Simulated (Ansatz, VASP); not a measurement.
# W in VASP and in Ansatz

```
CELL_PARAMETERS angstrom
0.00000 2.87925 2.87925
2.87925 0.00000 2.87925
2.87925 2.87925 0.00000
ATOMIC_POSITIONS crystal
W 0.12500 0.12500 0.12500
W 0.87500 0.87500 0.87500
```

Alike in both runs: functional PBEsol; k mesh 10 × 10 × 10; occupations fermi-dirac, width 0.1 eV; no spin polarisation.

Ansatz relaxed the structure, and its values are those at the end. VASP's run is a single point on that final structure, the one shown.

```csv
,VASP,Ansatz
version,VASP 6.6.1,Ansatz 0.2.0
potentials or method,"VASP PAW PBE potentials, release 64 (W_sv), cutoff 520 eV","plane waves (420 eV) with PAW, scalar-relativistic"
valence electrons in the cell,28,28
```

Ansatz gave:

- pressure (GPa): 0.0

Question: What did VASP give for the same quantities?

Answer: Pressure (GPa): 0.6.

VASP's potentials were made for PBE, not for PBEsol, and Ansatz warns of the same on its side. With one functional, cell and mesh, what is left measures potentials, basis and numerics.

Spin-orbit coupling is off throughout.
